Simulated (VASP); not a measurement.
Set up this calculation in VASP 6.6.1, as the native input.

```yaml
Task: single point
Functional: revPBE
Potentials_or_basis: VASP PAW PBE potentials, release 64 (Al)
Cutoff: 520 eV
k_mesh: 17 × 17 × 5
Occupations: fermi-dirac, width 0.1 eV
Spin: no spin polarisation
Dipole_correction: no
Further_INCAR_settings: ALGO = Normal; EDIFF = 1e-06; NBANDS = 14
```

The structure of Al lies in POSCAR:

```
Al
1.0
    2.8593093012      0.0000000000      0.0000000000
   -1.4296546506      2.4762344921      0.0000000000
    0.0000000000      0.0000000000      9.4891692051
Al
4
Direct
    0.0000000000      0.0000000000      0.0000000000
    0.0000000000      0.0000000000      0.5000000000
    0.3333333333      0.6666666667      0.2500000000
    0.6666666667      0.3333333333      0.7500000000
```

These files were run (other wordings do the same):

INCAR

```
SYSTEM = Al
PREC     = Accurate       ! precision mode
ENCUT    = 520            ! plane-wave cutoff, eV
EDIFF    = 1E-6           ! SCF threshold, eV
ISMEAR   = -1             ! smearing method
SIGMA    = 0.1            ! smearing width, eV
LREAL    = .False.        ! projectors in reciprocal space
LASPH    = .True.         ! aspherical terms in the spheres
NELM     = 80             ! most SCF steps
ALGO     = Normal         ! electronic algorithm
ISIF     = 2              ! what is computed and relaxed
LWAVE    = .False.        ! write WAVECAR
LCHARG   = .True.         ! write CHGCAR
GGA      = RE             ! functional
LELF     = .True.         ! ELF
LVHAR    = .True.       
NBANDS   = 14             ! bands
```

KPOINTS

```
regular mesh
0
Gamma
  17 17 5
  0 0 0
```

Potentials or basis: VASP PAW PBE potentials, release 64 (Al).

Run with:

```sh
$ cat potpaw_PBE.64/Al/POTCAR > POTCAR
$ mpirun -np 1 vasp_std > vasp.out
```

It gave:

- Pressure: -0.1 GPa
- Band gap on the k mesh: zero (band 6 reaches 11.59 eV, above the bottom of band 7 at 6.20 eV)

Caveat: the PAW data sets were made with another functional, which shifts forces and pressure a little.

Run time: 47 s on 1 thread of Intel(R) Xeon(R) Platinum 8259CL CPU @ 2.50GHz (Skylake/Cascade Lake) (shared host), peak memory 0.22 GiB.
